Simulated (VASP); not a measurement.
# TiB2 (P6/mmm) in VASP: notebook

Runs on TiB2. Level: PBEsol. Tasks: single point, relaxation of cell and atoms.

All numbers are computed with VASP 6.6.1; they aren't measurements. Logs are shortened: lines on timing, memory, paths and dates and some standing lists are left out, and cuts for length are marked.

## Step 1: The cell of the first run

It takes space group P6/mmm (No. 191, hexagonal). The conventional cell has a = 3.014 Å, b = 3.014 Å, c = 3.181 Å, α = 90.00°, β = 90.00°, γ = 120.00°. Within 3.2 Å of Ti (site symmetry 6/mmm) lie 12 B at 2.36 Å and 8 Ti at 3.01 to 3.18 Å. Within 2.4 Å of B (site symmetry -6m2) lie 3 B at 1.74 Å and 6 Ti at 2.36 Å.

## Step 2: Single point, PBEsol

INCAR

```
SYSTEM = TiB2
PREC = Accurate
ENCUT = 520
EDIFF = 1E-7
ISMEAR = -1
SIGMA = 0.05
LREAL = .FALSE.
LASPH = .TRUE.
NELM = 80
ALGO = Normal
ISIF = 2
LWAVE = .FALSE.
LCHARG = .FALSE.
GGA = PS
NBANDS = 16
```

KPOINTS

```
Automatic mesh
0
G
  16 16 14
  0 0 0
```

POSCAR

```
TiB2
1.0
    3.0136820529      0.0000000000      0.0000000000
   -1.5068410264      2.6099252167      0.0000000000
    0.0000000000      0.0000000000      3.1805986746
Ti B
1 2
Direct
    0.0000000000      0.0000000000      0.0000000000
    0.3333333333      0.6666666667      0.5000000000
    0.6666666667      0.3333333333      0.5000000000
```

Potentials or basis: VASP PAW PBE potentials, release 64 (Ti_sv, B).

Started as:

```
$ cat potpaw_PBE.64/Ti_sv/POTCAR potpaw_PBE.64/B/POTCAR > POTCAR
$ mpirun -np 1 vasp_std > vasp.out
```

OUTCAR:

```text
SYSTEM = TiB2
   PREC = Accurate
   ENCUT = 520
   EDIFF = 1E-7
   ISMEAR = -1
   LREAL = .FALSE.
   LASPH = .TRUE.
   NELM = 80
   ISIF = 2
   GGA = PS

 ion  position               nearest neighbor table
   1  0.000  0.000  0.000-   2 2.36   3 2.36   2 2.36   3 2.36   2 2.36   2 2.36   3 2.36   3 2.36
                             3 2.36   3 2.36   2 2.36   2 2.36
   2  0.333  0.667  0.500-   3 1.74   3 1.74   3 1.74   1 2.36   1 2.36   1 2.36   1 2.36   1 2.36
                             1 2.36
   3  0.667  0.333  0.500-   2 1.74   2 1.74   2 1.74   1 2.36   1 2.36   1 2.36   1 2.36   1 2.36
                             1 2.36

  LATTYP: Found a hexagonal cell.
 ALAT       =     3.0136820529
 C/A-ratio  =     1.0553862746

  Lattice vectors:

 A1 = (   3.0136820529,   0.0000000000,   0.0000000000)
 A2 = (  -1.5068410264,   2.6099252167,   0.0000000000)
 A3 = (   0.0000000000,   0.0000000000,   3.1805986746)

Analysis of symmetry for initial positions (statically):
=====================================================================
 Subroutine PRICEL returns:
 Original cell was already a primitive cell.

 Routine SETGRP: Setting up the symmetry group for a
 hexagonal supercell.

 Subroutine GETGRP returns: Found 24 space group operations
 (whereof 24 operations were pure point group operations)
 out of a pool of 24 trial point group operations.

The static configuration has the point symmetry D_6h.

Analysis of symmetry for dynamics (positions and initial velocities):
=====================================================================
 Subroutine PRICEL returns:
 Original cell was already a primitive cell.

 Routine SETGRP: Setting up the symmetry group for a
 hexagonal supercell.

 Subroutine GETGRP returns: Found 24 space group operations
 (whereof 24 operations were pure point group operations)
 out of a pool of 24 trial point group operations.

The dynamic configuration has the point symmetry D_6h.

 Subroutine INISYM returns: Found 24 space group operations
 (whereof 24 operations are pure point group operations),
 and found     1 'primitive' translations

----------------------------------------------------------------------------------------

                                     Primitive cell

  volume of cell :      25.0170

  direct lattice vectors                    reciprocal lattice vectors
     3.013682053  0.000000000  0.000000000     0.331820007  0.191576370  0.000000000
    -1.506841026  2.609925217  0.000000000     0.000000000  0.383152741  0.000000000
     0.000000000  0.000000000  3.180598675     0.000000000  0.000000000  0.314406218

  length of vectors
     3.013682053  3.013682053  3.180598675     0.383152741  0.383152741  0.314406218

  position of ions in fractional coordinates (direct lattice)
     0.000000000  0.000000000  0.000000000
     0.333333333  0.666666667  0.500000000
     0.666666667  0.333333333  0.500000000

  ion indices of the primitive-cell ions
   primitive index   ion index
                 1           1
                 2           2
                 3           3

----------------------------------------------------------------------------------------

 KPOINTS: Automatic mesh

Automatic generation of k-mesh.
 Grid dimensions read from file:
 generate k-points for:   16   16   14

 Generating k-lattice:

  Cartesian coordinates                     Fractional coordinates (reciprocal lattice)
     0.020738750  0.011973523  0.000000000     0.062500000  0.000000000  0.000000000
     0.000000000  0.023947046  0.000000000     0.000000000  0.062500000  0.000000000
     0.000000000  0.000000000  0.022457587     0.000000000  0.000000000  0.071428571

  Length of vectors
     0.023947046  0.023947046  0.022457587

  Shift w.r.t. Gamma in fractional coordinates (k-lattice)
     0.000000000  0.000000000  0.000000000

 Subroutine IBZKPT returns following result:
 ===========================================

 Found    240 irreducible k-points:

 Following reciprocal coordinates:
            Coordinates               Weight
  0.000000  0.000000  0.000000      1.000000
  0.062500  0.000000  0.000000      6.000000
  0.125000  0.000000  0.000000      6.000000
  0.187500  0.000000  0.000000      6.000000
  0.250000  0.000000  0.000000      6.000000
  0.312500  0.000000  0.000000      6.000000
[... 16 lines left out ...]
  0.187500  0.187500  0.000000      6.000000
  0.250000  0.187500  0.000000     12.000000
 [... further k-points ...]
   k-points           NKPTS =    240   k-points in BZ     NKDIM =    240   number of bands    NBANDS=     16
   number of dos      NEDOS =    301   number of ions     NIONS =      3
   total plane-waves  NPLWV =  13824
   dimension x,y,z NGX =    24 NGY =   24 NGZ =   24
   dimension x,y,z NGXF=    48 NGYF=   48 NGZF=   48
   ions per type =               1   2
   NGX,Y,Z   is equivalent  to a cutoff of  13.24, 13.24, 12.54 a.u.
   NGXF,Y,Z  is equivalent  to a cutoff of  26.48, 26.48, 25.09 a.u.
 SYSTEM =  TiB2
   PREC   = accura    normal or accurate (medium, high low for compatibility)
   ISTART =      0    job   : 0-new  1-cont  2-samecut
   ICHARG =      2    charge: 1-file 2-atom 10-const
   ISPIN  =      1    spin polarized calculation?
   LNONCOLLINEAR =      F non collinear calculations
   LSORBIT =      F    spin-orbit coupling
   LASPH  =      T    aspherical Exc in radial PAW
   ENCUT  =  520.0 eV  38.22 Ry    6.18 a.u.   5.60  5.60  5.91*2*pi/ulx,y,z
   NELM   =     80;   NELMIN=  2; NELMDL= -5     # of ELM steps
   EDIFF  = 0.1E-06   stopping-criterion for ELM
   LREAL  =      F    real-space projection
   EDIFFG = 0.1E-05   stopping-criterion for IOM
   NSW    =      0    number of steps for IOM
   IBRION =     -1    ionic relax: 0-MD 1-quasi-New 2-CG
   NFREE  =      0    steps in history (QN), initial steepest desc. (CG)
   ISIF   =      2    stress and relaxation
   ISYM   =      2    0-nonsym 1-usesym 2-fastsym
   POTIM  = 0.5000    time-step for ionic-motion
   TEBEG  =    0.0;   TEEND  =   0.0 temperature during run
   PSTRESS=    0.0 pullay stress
   NELECT =      18.0000    total number of electrons
   NUPDOWN=      -1.0000    fix difference up-down
   EMIN   =  10.00;   EMAX   =-10.00  energy-range for DOS
   EFERMI =   0.00;   METHOD = LEGACY
   ISMEAR =    -1;   SIGMA  =   0.05  broadening in eV -4-tet -1-fermi 0-gaus
   EFERMI_NEDOS =   21; number of points for ismear=-14 and -15
   IALGO  =     38    algorithm
   IMIX   =      4    mixing-type and parameters
     AMIX     =   0.40;   BMIX     =  1.00
     AMIX_MAG =   1.60;   BMIX_MAG =  1.00
  volume/ion in A,a.u.               =       8.34        56.27
  Fermi-wavevector in a.u.,A,eV,Ry     =   1.466969  2.772169 29.279703  2.151997
  Thomas-Fermi vector in A             =   2.582643
   LORBIT       =      0    0 simple, 1 ext, 2 COOP (PROOUT), +10 PAW based schemes
   GGA     = PS    functional components
   LHFCALC =     F    Hartree Fock is set to
   AEXX    =    0.0000 exact exchange contribution
   IVDW    =     0    specifies the selected vdW correction
   LEPSILON=     F    determine dielectric tensor
   LRPA    =     F    only Hartree local field effects (RPA)
 non-spin polarized calculation
  energy-cutoff  :      520.00
  volume of cell :       25.02
 maximum number of plane-waves:       696
 NGX is ok and might be reduce to    24
   NGX = 11   NGY = 11   NGZ = 11

 number of electron      17.9999998 magnetization

 Free energy of the ion-electron system (eV)
  ---------------------------------------------------
  ext. energy  EPLUGINS =         0.00000000
  ---------------------------------------------------
  free energy    TOTEN  =       -25.79415653 eV

  energy without entropy =      -25.79198896  energy(sigma->0) =      -25.79307275

 E-fermi :  10.1972     XC(G=0): -12.9960

 val. band max:       10.1734749736   @ k =   0.0625   0.0625   0.3571
 cond. band min:      10.2151789895   @ k =   0.0000   0.0000   0.3571
 fundamental gap:      0.0417040158
 Fermi energy:        10.1971797261

 k-point     1 :       0.0000    0.0000    0.0000
  band No.  band energies     occupation
      1     -46.4394      2.00000
      2     -22.8992      2.00000
      3     -22.5747      2.00000
      4     -22.5747      2.00000
      5      -3.4092      2.00000
      6       7.4723      2.00000
[... 8 lines left out ...]
     15      15.9843      0.00000
     16      17.2211      0.00000

 k-point     2 :       0.0625    0.0000    0.0000
  band No.  band energies     occupation
      1     -46.4371      2.00000
      2     -22.8963      2.00000
      3     -22.5921      2.00000
      4     -22.5787      2.00000
      5      -3.3325      2.00000
      6       7.2546      2.00000
[... 8 lines left out ...]
     15      16.5015      0.00000
     16      17.4589      0.00000

 k-point     3 :       0.1250    0.0000    0.0000
  band No.  band energies     occupation
      1     -46.4306      2.00000
      2     -22.8882      2.00000
      3     -22.6412      2.00000
      4     -22.5898      2.00000
      5      -3.1052      2.00000
      6       6.6581      2.00000
[... 8 lines left out ...]
     15      17.6081      0.00000
     16      18.1811      0.00000

 k-point     4 :       0.1875    0.0000    0.0000
  band No.  band energies     occupation
      1     -46.4209      2.00000
      2     -22.8759      2.00000
      3     -22.7141      2.00000
      4     -22.6064      2.00000
      5      -2.7350      2.00000
      6       5.8149      2.00000
[... 8 lines left out ...]
     15      18.3545      0.00000
     16      18.9781      0.00000
[... 324 lines left out ...]
 k-point    22 :       0.4375    0.1250    0.0000
  band No.  band energies     occupation
      1     -46.3770      2.00000
      2     -22.9945      2.00000
      3     -22.8209      2.00000
      4     -22.7181      2.00000
      5       0.9415      2.00000
      6       1.0717      2.00000
[... 8 lines left out ...]
     15      18.4471      0.00000
     16      19.4309      0.00000

 k-point    23 :       0.1875    0.1875    0.0000
  band No.  band energies     occupation
      1     -46.3951      2.00000
      2     -22.8698      2.00000
      3     -22.8436      2.00000
      4     -22.6830      2.00000
      5      -1.4723      2.00000
      6       4.1878      2.00000
[... 8 lines left out ...]
     15      18.8688      0.00000
     16      19.8230      0.00000

 k-point    24 :       0.2500    0.1875    0.0000
  band No.  band energies     occupation
      1     -46.3861      2.00000
      2     -22.9159      2.00000
      3     -22.8323      2.00000
      4     -22.7176      2.00000
      5      -0.8116      2.00000
      6       3.4566      2.00000
[... 8 lines left out ...]
     15      18.9578      0.00000
     16      20.1256      0.00000

 [... further k-points ...]

------------------------ aborting loop because EDIFF is reached ----------------------------------------

  FORCE on cell =-STRESS in cart. coord.  units (eV):
  Direction    XX          YY          ZZ          XY          YZ          ZX
  --------------------------------------------------------------------------------------
  -------------------------------------------------------------------------------------
  Total        0.2250924      0.2250924      0.1920916      0.0000000     -0.0000000     -0.0000000
  in kB       14.4157404     14.4157404     12.3022499      0.0000000     -0.0000000     -0.0000000
  external PRESSURE =      13.7112436 kB  Pullay stress =       0.0000000 kB

 VOLUME and BASIS-vectors are now :
 -----------------------------------------------------------------------------
  energy-cutoff  :      520.00
  volume of cell :       25.02
      direct lattice vectors                 reciprocal lattice vectors
     3.013682053  0.000000000  0.000000000     0.331820007  0.191576370  0.000000000
    -1.506841026  2.609925217  0.000000000     0.000000000  0.383152741  0.000000000
     0.000000000  0.000000000  3.180598675     0.000000000  0.000000000  0.314406218

 POSITION                                       TOTAL-FORCE (eV/Angst)
 -----------------------------------------------------------------------------------
      0.00000      0.00000      0.00000         0.000000      0.000000      0.000000
     -0.00000      1.73995      1.59030        -0.000000      0.000000     -0.000000
      1.50684      0.86998      1.59030         0.000000     -0.000000      0.000000
 -----------------------------------------------------------------------------------
    total drift:                               -0.000000      0.000000      0.000000

  FREE ENERGIE OF THE ION-ELECTRON SYSTEM (eV)
  ---------------------------------------------------
  free  energy   TOTEN  =       -25.7941565303 eV

  energy  without entropy=      -25.7919889649  energy(sigma->0) =      -25.79307275
```

Wall time 1.9 min (1 thread of Intel Xeon 8259CL, shared host); peak memory 0.22 GiB.

What came out:

```yaml
Free_energy: -25.7942 eV
Pressure: 1.4 GPa
Band_gap_on_the_k_mesh: zero (bands 9 and 10 overlap by 0.63 eV)
```

Stress tensor (GPa, compression positive):
```
1.44 0.00 0.00
0.00 1.44 0.00
0.00 0.00 1.23
```

Caveat: the PAW data sets were made with another functional, which shifts forces and pressure a little.

(Continued in part 2 of 3.)

The gap in the log of VASP goes by the Fermi energy; the results here count the filled bands.